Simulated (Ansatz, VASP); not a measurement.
**One calculation of LiF, two programs**

The input INCAR:

```
SYSTEM = LiF
ALGO     = Normal         ! electronic algorithm
EDIFF    = 1E-6           ! SCF threshold, eV
ENCUT    = 520            ! plane-wave cutoff, eV
GGA      = PE             ! functional
ISIF     = 2              ! what is computed and relaxed
ISMEAR   = -1             ! smearing method
LASPH    = .TRUE.         ! aspherical terms in the spheres
LCHARG   = .TRUE.         ! write CHGCAR
LELF     = .TRUE.         ! ELF
LREAL    = .FALSE.        ! projectors in reciprocal space
LVHAR    = .TRUE.       
LWAVE    = .FALSE.        ! write WAVECAR
NBANDS   = 12             ! bands
NELM     = 60             ! most SCF steps
PREC     = Accurate       ! precision mode
SIGMA    = 0.02           ! smearing width, eV
```

The input KPOINTS:

```
k-points
0
G
  10 10 10
  0 0 0
```

POSCAR

```
LiF
1.0
   -0.0299230761      1.9948717393      1.9948717393
    1.9948717393     -0.0299230761      1.9948717393
    1.9649486632      1.9649486632      0.0000000000
Li F
1 1
Direct
    0.0000000000      0.0000000000      0.0000000000
    0.5000000000      0.5000000000      0.5000000000
```

Input for Ansatz:

```yaml
crystal:
  lattice:
    - [-0.0299230761, 1.9948717393, 1.9948717393]
    - [1.9948717393, -0.0299230761, 1.9948717393]
    - [1.9649486632, 1.9649486632, 0.0]
  atoms:
    - { symbol: Li, position: [0.0, 0.0, 0.0] }
    - { symbol: F, position: [0.5, 0.5, 0.5] }
kpoints:
  mp_grid: { grid: [10, 10, 10] }
  band_path:
    path:
      - [0.0, 0.0, 0.0]
      - [0.5, 0.0, 0.5]
      - [0.625, 0.25, 0.625]
      - [0.375, 0.375, 0.75]
      - [0.5, 0.5, 0.5]
      - [0.5, 0.25, 0.75]
      - [0.0375, 0.0375, 0.075]
    npoints: 1
hamiltonian:
  xc: pbe
scf:
  occupations: { method: fermi_dirac, width: 0.02 }
  n_extra_bands: 4
output:
  forces: true
  stress: true
  eigenvalues: true
```

Change from the starting cell: shear_xy strain -3.0%.

Alike in both runs: task single point; functional PBE; k mesh 10 × 10 × 10; occupations fermi-dirac, width 0.02 eV; no spin polarisation.

|  | VASP | Ansatz |
| --- | --- | --- |
| version | VASP 6.6.1 | Ansatz 0.2.0 |
| potentials or method | VASP PAW PBE potentials, release 64 (Li_sv, F) | plane waves, PAW |
| plane-wave cutoff (eV) | 520 | 420 |
| valence electrons in the cell | 10 | 10 |

|  | VASP | Ansatz | Ansatz less VASP |
| --- | --- | --- | --- |
| gap on the k mesh at the Fermi level (eV) | 9.26 | 9.26 | -0.002 |

Noted on VASP's run: the cutoff is short for stress, so the pressure is rough.
